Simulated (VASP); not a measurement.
# Zr (Fm-3m) in VASP: further runs

The runs below take Zr through single point, with PBE.

Program: VASP 6.6.1. These are calculated values, not measurements. Logs are shortened: lines on timing, memory, paths and dates and some standing lists are left out, and cuts for length are marked.

**1. The cell of the first run**

The structure is cubic, space group Fm-3m (No. 225). The conventional cell has a = 4.581 Å, b = 4.581 Å, c = 4.581 Å, α = 90.00°, β = 90.00°, γ = 90.00°. Within 4.3 Å of Zr (site symmetry m-3m) lie 12 Zr at 3.24 Å.

This isn't the form of Zr at room conditions, which is hcp.

**2. Single point, PBE, collinear spin (24.04 Å³/atom)**

Input file INCAR:

```
PREC     = Accurate       # precision mode
ENCUT    = 520            # plane-wave cutoff, eV
EDIFF    = 1E-7           # SCF threshold, eV
ISMEAR   = -1             # smearing method
SIGMA    = 0.05           # smearing width, eV
LREAL    = F              # projectors in reciprocal space
LASPH    = T              # aspherical terms in the spheres
NELM     = 150            # most SCF steps
ALGO     = Normal         # electronic algorithm
ISIF     = 2              # what is computed and relaxed
LWAVE    = F              # write WAVECAR
LCHARG   = F              # write CHGCAR
ISPIN    = 2              # spin polarisation
MAGMOM   = 1              # initial moments
LORBIT   = 11             # projections on sites
LMAXMIX  = 4              # l up to which the mixer works
GGA      = PE             # functional
NBANDS   = 16             # bands
```

Input file KPOINTS:

```
Automatic mesh
0
Gamma
  20 20 20
```

Input file POSCAR:

```
Zr
1.0
    0.0000000000      2.2906815113      2.2906815113
    2.2906815113      0.0000000000      2.2906815113
    2.2906815113      2.2906815113      0.0000000000
Zr
1
Direct
    0.0000000000      0.0000000000      0.0000000000
```

Potentials or basis: VASP PAW PBE potentials, release 64 (Zr_sv).

On the command line:

```
$ cat potpaw_PBE.64/Zr_sv/POTCAR > POTCAR
$ mpirun -np 1 vasp_std > vasp.out
```

OUTCAR:

```text
PREC = Accurate
   ENCUT = 520
   EDIFF = 1E-7
   ISMEAR = -1
   LREAL = F
   LASPH = T
   NELM = 150
   ISIF = 2
   ISPIN = 2
   LORBIT = 11
   GGA = PE

 ion  position               nearest neighbor table
   1  0.000  0.000  0.000-

  LATTYP: Found a face centered cubic cell.
 ALAT       =     4.5813630226

  Lattice vectors:

 A1 = (   0.0000000000,   2.2906815113,   2.2906815113)
 A2 = (   2.2906815113,   0.0000000000,   2.2906815113)
 A3 = (   2.2906815113,   2.2906815113,   0.0000000000)

Analysis of symmetry for initial positions (statically):
=====================================================================
 Subroutine PRICEL returns:
 Original cell was already a primitive cell.

 Routine SETGRP: Setting up the symmetry group for a
 face centered cubic supercell.

 Subroutine GETGRP returns: Found 48 space group operations
 (whereof 48 operations were pure point group operations)
 out of a pool of 48 trial point group operations.

The static configuration has the point symmetry O_h .

Analysis of symmetry for dynamics (positions and initial velocities):
=====================================================================
 Subroutine PRICEL returns:
 Original cell was already a primitive cell.

 Routine SETGRP: Setting up the symmetry group for a
 face centered cubic supercell.

 Subroutine GETGRP returns: Found 48 space group operations
 (whereof 48 operations were pure point group operations)
 out of a pool of 48 trial point group operations.

The dynamic configuration has the point symmetry O_h .

Analysis of structural, dynamic, and magnetic symmetry:
=====================================================================
 Subroutine PRICEL returns:
 Original cell was already a primitive cell.

 Routine SETGRP: Setting up the symmetry group for a
 face centered cubic supercell.

 Subroutine GETGRP returns: Found 48 space group operations
 (whereof 48 operations were pure point group operations)
 out of a pool of 48 trial point group operations.

The overall configuration has the point symmetry O_h .

 Subroutine INISYM returns: Found 48 space group operations
 (whereof 48 operations are pure point group operations),
 and found     1 'primitive' translations

----------------------------------------------------------------------------------------

                                     Primitive cell

  volume of cell :      24.0394

  direct lattice vectors                    reciprocal lattice vectors
     0.000000000  2.290681511  2.290681511    -0.218275652  0.218275652  0.218275652
     2.290681511  0.000000000  2.290681511     0.218275652 -0.218275652  0.218275652
     2.290681511  2.290681511  0.000000000     0.218275652  0.218275652 -0.218275652

  length of vectors
     3.239512860  3.239512860  3.239512860     0.378064519  0.378064519  0.378064519

  position of ions in fractional coordinates (direct lattice)
     0.000000000  0.000000000  0.000000000

  ion indices of the primitive-cell ions
   primitive index   ion index
                 1           1

----------------------------------------------------------------------------------------

 KPOINTS: Automatic mesh

Automatic generation of k-mesh.
 Grid dimensions read from file:
 generate k-points for:   20   20   20

 Generating k-lattice:

  Cartesian coordinates                     Fractional coordinates (reciprocal lattice)
    -0.010913783  0.010913783  0.010913783     0.050000000  0.000000000  0.000000000
     0.010913783 -0.010913783  0.010913783     0.000000000  0.050000000  0.000000000
     0.010913783  0.010913783 -0.010913783     0.000000000  0.000000000  0.050000000

  Length of vectors
     0.018903226  0.018903226  0.018903226

  Shift w.r.t. Gamma in fractional coordinates (k-lattice)
     0.000000000  0.000000000  0.000000000

 Subroutine IBZKPT returns following result:
 ===========================================

 Found    256 irreducible k-points:

 Following reciprocal coordinates:
            Coordinates               Weight
  0.000000  0.000000  0.000000      1.000000
  0.050000  0.000000  0.000000      8.000000
  0.100000  0.000000  0.000000      8.000000
  0.150000  0.000000  0.000000      8.000000
  0.200000  0.000000  0.000000      8.000000
  0.250000  0.000000  0.000000      8.000000
[... 16 lines left out ...]
 -0.400000  0.050000  0.000000     24.000000
 -0.350000  0.050000  0.000000     24.000000
 [... further k-points ...]
   k-points           NKPTS =    256   k-points in BZ     NKDIM =    256   number of bands    NBANDS=     16
   number of dos      NEDOS =    301   number of ions     NIONS =      1
   total plane-waves  NPLWV =  13824
   dimension x,y,z NGX =    24 NGY =   24 NGZ =   24
   dimension x,y,z NGXF=    48 NGYF=   48 NGZF=   48
   ions per type =               1
   NGX,Y,Z   is equivalent  to a cutoff of  12.32, 12.32, 12.32 a.u.
   NGXF,Y,Z  is equivalent  to a cutoff of  24.63, 24.63, 24.63 a.u.
 SYSTEM =  unknown system
   PREC   = accura    normal or accurate (medium, high low for compatibility)
   ISTART =      0    job   : 0-new  1-cont  2-samecut
   ICHARG =      2    charge: 1-file 2-atom 10-const
   ISPIN  =      2    spin polarized calculation?
   LNONCOLLINEAR =      F non collinear calculations
   LSORBIT =      F    spin-orbit coupling
   LASPH  =      T    aspherical Exc in radial PAW
   ENCUT  =  520.0 eV  38.22 Ry    6.18 a.u.   6.02  6.02  6.02*2*pi/ulx,y,z
   NELM   =    150;   NELMIN=  2; NELMDL= -5     # of ELM steps
   EDIFF  = 0.1E-06   stopping-criterion for ELM
   LREAL  =      F    real-space projection
   EDIFFG = 0.1E-05   stopping-criterion for IOM
   NSW    =      0    number of steps for IOM
   IBRION =     -1    ionic relax: 0-MD 1-quasi-New 2-CG
   NFREE  =      0    steps in history (QN), initial steepest desc. (CG)
   ISIF   =      2    stress and relaxation
   ISYM   =      2    0-nonsym 1-usesym 2-fastsym
   POTIM  = 0.5000    time-step for ionic-motion
   TEBEG  =    0.0;   TEEND  =   0.0 temperature during run
   PSTRESS=    0.0 pullay stress
   NELECT =      12.0000    total number of electrons
   NUPDOWN=      -1.0000    fix difference up-down
   EMIN   =  10.00;   EMAX   =-10.00  energy-range for DOS
   EFERMI =   0.00;   METHOD = LEGACY
   ISMEAR =    -1;   SIGMA  =   0.05  broadening in eV -4-tet -1-fermi 0-gaus
   EFERMI_NEDOS =   21; number of points for ismear=-14 and -15
   IALGO  =     38    algorithm
   IMIX   =      4    mixing-type and parameters
     AMIX     =   0.40;   BMIX     =  1.00
     AMIX_MAG =   1.60;   BMIX_MAG =  1.00
  volume/ion in A,a.u.               =      24.04       162.23
  Fermi-wavevector in a.u.,A,eV,Ry     =   1.298655  2.454103 22.946299  1.686505
  Thomas-Fermi vector in A             =   2.429970
   LORBIT       =     11    0 simple, 1 ext, 2 COOP (PROOUT), +10 PAW based schemes
   GGA     = PE    functional components
   LHFCALC =     F    Hartree Fock is set to
   AEXX    =    0.0000 exact exchange contribution
   IVDW    =     0    specifies the selected vdW correction
   LEPSILON=     F    determine dielectric tensor
   LRPA    =     F    only Hartree local field effects (RPA)
 spin polarized calculation
  energy-cutoff  :      520.00
  volume of cell :       24.04
 maximum number of plane-waves:       662
   NGX = 13   NGY = 13   NGZ = 13

 number of electron      12.0000000 magnetization      -0.0002508

 number of electron      12.0000000 magnetization       0.0003986

 Free energy of the ion-electron system (eV)
  ---------------------------------------------------
  ext. energy  EPLUGINS =         0.00000000
  ---------------------------------------------------
  free energy    TOTEN  =        -8.48002969 eV

  energy without entropy =       -8.46703180  energy(sigma->0) =       -8.47353074

 E-fermi :   8.5238     XC(G=0): -10.9381

 val. band max:        8.5227884624   @ k =  -0.3000   0.0500   0.0000
 cond. band min:       8.5333981086   @ k =  -0.4000   0.3000   0.1500
 fundamental gap:      0.0106096462
 Fermi energy:         8.5237790830

 spin component 1

 k-point     1 :       0.0000    0.0000    0.0000
  band No.  band energies     occupation
      1     -40.2382      1.00000
      2     -17.7965      1.00000
      3     -17.7965      1.00000
      4     -17.7965      1.00000
      5       3.0416      1.00000
      6       9.5024      0.00000
[... 8 lines left out ...]
     15      26.6755      0.00000
     16      33.8788      0.00000

 k-point     2 :       0.0500    0.0000    0.0000
  band No.  band energies     occupation
      1     -40.2352      1.00000
      2     -17.8190      1.00000
      3     -17.7993      1.00000
      4     -17.7993      1.00000
      5       3.1197      1.00000
      6       9.4296      0.00000
[... 8 lines left out ...]
     15      27.1572      0.00000
     16      32.9993      0.00000
[... 387 lines left out ...]
      5       5.6903      1.00000
      6       9.0461      0.00003
[... 8 lines left out ...]
     15      29.2269      0.00000
     16      30.3758      0.00000

 k-point    24 :      -0.3500    0.0500    0.0000
  band No.  band energies     occupation
      1     -40.1347      1.00000
      2     -18.5199      1.00000
      3     -17.9145      1.00000
      4     -17.8855      1.00000
      5       5.5581      1.00000
      6       8.7546      0.00980
[... 8 lines left out ...]
     15      27.8521      0.00000
     16      29.2317      0.00000

 [... further k-points ...]

 spin component 2

 k-point     1 :       0.0000    0.0000    0.0000
  band No.  band energies     occupation
      1     -40.2380      1.00000
      2     -17.7964      1.00000
      3     -17.7964      1.00000
      4     -17.7964      1.00000
      5       3.0419      1.00000
      6       9.5027      0.00000
[... 8 lines left out ...]
     15      26.6758      0.00000
     16      33.8791      0.00000

 k-point     2 :       0.0500    0.0000    0.0000
  band No.  band energies     occupation
      1     -40.2351      1.00000
      2     -17.8188      1.00000
      3     -17.7992      1.00000
      4     -17.7992      1.00000
      5       3.1200      1.00000
      6       9.4299      0.00000
[... 8 lines left out ...]
     15      27.1575      0.00000
     16      32.9996      0.00000
[... 387 lines left out ...]
      5       5.6906      1.00000
      6       9.0463      0.00003
[... 8 lines left out ...]
     15      29.2272      0.00000
     16      30.3762      0.00000

 k-point    24 :      -0.3500    0.0500    0.0000
  band No.  band energies     occupation
      1     -40.1346      1.00000
      2     -18.5197      1.00000
      3     -17.9144      1.00000
      4     -17.8853      1.00000
      5       5.5584      1.00000
      6       8.7548      0.00975
[... 8 lines left out ...]
     15      27.8525      0.00000
     16      29.2321      0.00000

 [... further k-points ...]

------------------------ aborting loop because EDIFF is reached ----------------------------------------

  FORCE on cell =-STRESS in cart. coord.  units (eV):
  Direction    XX          YY          ZZ          XY          YZ          ZX
  --------------------------------------------------------------------------------------
  -------------------------------------------------------------------------------------
  Total       -0.4500666     -0.4500666     -0.4500666     -0.0000000      0.0000000      0.0000000
  in kB      -29.9959927    -29.9959927    -29.9959927     -0.0000000      0.0000000      0.0000000
  external PRESSURE =     -29.9959927 kB  Pullay stress =       0.0000000 kB

 VOLUME and BASIS-vectors are now :
 -----------------------------------------------------------------------------
  energy-cutoff  :      520.00
  volume of cell :       24.04
      direct lattice vectors                 reciprocal lattice vectors
     0.000000000  2.290681511  2.290681511    -0.218275652  0.218275652  0.218275652
     2.290681511  0.000000000  2.290681511     0.218275652 -0.218275652  0.218275652
     2.290681511  2.290681511  0.000000000     0.218275652  0.218275652 -0.218275652

 POSITION                                       TOTAL-FORCE (eV/Angst)
 -----------------------------------------------------------------------------------
      0.00000      0.00000      0.00000         0.000000     -0.000000      0.000000
 -----------------------------------------------------------------------------------
    total drift:                                0.000000      0.000000      0.000000

  FREE ENERGIE OF THE ION-ELECTRON SYSTEM (eV)
  ---------------------------------------------------
  free  energy   TOTEN  =        -8.4800296911 eV

  energy  without entropy=       -8.4670317977  energy(sigma->0) =       -8.47353074

 total charge

# of ion       s       p       d       tot
------------------------------------------
    1        2.224   5.955   1.609   9.788

 magnetization (x)

# of ion       s       p       d       tot
------------------------------------------
    1        0.000   0.000   0.000   0.000
```

It took 56 s on 1 thread of Intel Xeon Platinum 8559C (Emerald Rapids), shared host; peak memory 0.25 GiB.

Results:

```yaml
Free_energy: -8.4800 eV
Pressure: -3.0 GPa
Band_gap_on_the_k_mesh: zero (filled and empty bands overlap)
Net_moment: 0.00 μB per cell
Valence_electrons_inside_the_program's_atomic_spheres: Zr 9.79
```

Levels at points of the mesh, in eV from the Fermi level:
Spin up:
```tsv
k point	band 4	band 5	band 6	band 7	band 8	band 9
(0.00, 0.00, 0.00)	-26.32	-5.48	0.98	0.98	0.98	3.29
(0.50, 0.00, 0.00)	-26.43	-2.85	0.81	0.81	1.00	4.99
(0.50, 0.50, 0.00)	-26.63	-2.84	-2.06	2.83	4.99	5.47
```
Spin down:
```tsv
k point	band 2	band 3	band 4	band 5	band 6	band 7	band 8	band 9	band 10	band 11
(0.00, 0.00, 0.00)	-26.32	-26.32	-26.32	-5.48	0.98	0.98	0.98	3.29	3.29	10.44
(0.50, 0.00, 0.00)	-27.18	-26.43	-26.43	-2.85	0.81	0.81	1.00	4.99	4.99	9.14
(0.50, 0.50, 0.00)	-27.13	-26.63	-26.63	-2.84	-2.06	2.83	4.99	5.47	5.47	9.55
```

**3. Single point, PBE, collinear spin (24.96 Å³/atom)**

This run uses another cell than the first one, of 24.96 Å³/atom.

Input file INCAR:

```
SYSTEM = Zr
PREC = Accurate
ENCUT = 520
EDIFF = 1E-7
ISMEAR = -1
SIGMA = 0.05
LREAL = .FALSE.
LASPH = .TRUE.
NELM = 150
ALGO = Normal
ISIF = 2
LWAVE = .FALSE.
LCHARG = .TRUE.
ISPIN = 2
MAGMOM = 1
LORBIT = 11
LMAXMIX = 4
GGA = PE
LELF = .TRUE.
LVHAR = .TRUE.
NBANDS = 16
```

Input file KPOINTS:

```
regular mesh
0
G
  20 20 20
  0 0 0
```

Input file POSCAR:

```
Zr
1.0
    0.0000000000      2.3196805583      2.3196805583
    2.3196805583      0.0000000000      2.3196805583
    2.3196805583      2.3196805583      0.0000000000
Zr
1
Direct
    0.0000000000      0.0000000000      0.0000000000
```

Potentials or basis: VASP PAW PBE potentials, release 64 (Zr_sv).

On the command line:

```
$ cat potpaw_PBE.64/Zr_sv/POTCAR > POTCAR
$ mpirun -np 1 vasp_std > vasp.out
```

It took 57 s on 1 thread of Intel Xeon Platinum 8559C (Emerald Rapids), shared host; peak memory 0.26 GiB.

It converged, with:

```
Free energy                                           : -8.4546 eV
Pressure                                              : -5.9 GPa
Band gap on the k mesh                                : zero (filled and empty bands overlap)
Net moment                                            : 0.00 μB per cell
Valence electrons inside the program's atomic spheres : Zr 9.74
```

Levels at points of the mesh, in eV from the Fermi level:
Spin up:
| k point | band 4 | band 5 | band 6 | band 7 | band 8 | band 9 |
| --- | --- | --- | --- | --- | --- | --- |
| (0.00, 0.00, 0.00) | -26.44 | -5.41 | 0.96 | 0.96 | 0.96 | 3.16 |
| (0.50, 0.00, 0.00) | -26.54 | -2.76 | 0.81 | 0.81 | 0.88 | 4.77 |
| (0.50, 0.50, 0.00) | -26.72 | -2.70 | -1.94 | 2.64 | 4.77 | 5.22 |
Spin down:
```
           k point  band 4  band 5  band 6  band 7  band 8  band 9
(0.00, 0.00, 0.00)  -26.44   -5.41    0.96    0.96    0.96    3.16
(0.50, 0.00, 0.00)  -26.54   -2.76    0.81    0.81    0.88    4.77
(0.50, 0.50, 0.00)  -26.72   -2.70   -1.94    2.64    4.77    5.22
```

Caveat: the cell stands under tension.
